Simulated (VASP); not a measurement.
A run of VASP 6.6.1 is set up as follows.

INCAR

```
PREC = Accurate
ENCUT = 400
EDIFF = 1E-8
ISMEAR = -1
SIGMA = 0.02
LREAL = False
LASPH = True
NELM = 120
ALGO = Normal
ISIF = 2
LWAVE = False
LCHARG = False
GGA = CA
LEFG = True
NBANDS = 11
GGA_COMPAT = False
```

Contents of KPOINTS:

```
regular mesh
0
Gamma
  14 14 14
```

The input POSCAR:

```
Si
1.0
    0.0000000000      2.7153500000      2.7153500000
    2.7153500000      0.0000000000      2.7153500000
    2.7153500000      2.7153500000      0.0000000000
Si
2
Direct
    0.0000000000      0.0000000000      0.0000000000
    0.2500000000      0.2500000000      0.2500000000
```

Potentials or basis: VASP PAW LDA potentials, release 64 (Si).

Run with:

```sh
$ cat potpaw_LDA.64/Si/POTCAR > POTCAR
$ mpirun -np 1 vasp_std > vasp.out
```

Task: Estimate the pressure.

Result: -1.4 GPa.

Task: Predict the band gap on the k mesh.

Result: 0.47 eV (least direct gap 2.52 eV).

A k mesh can miss the band edges.
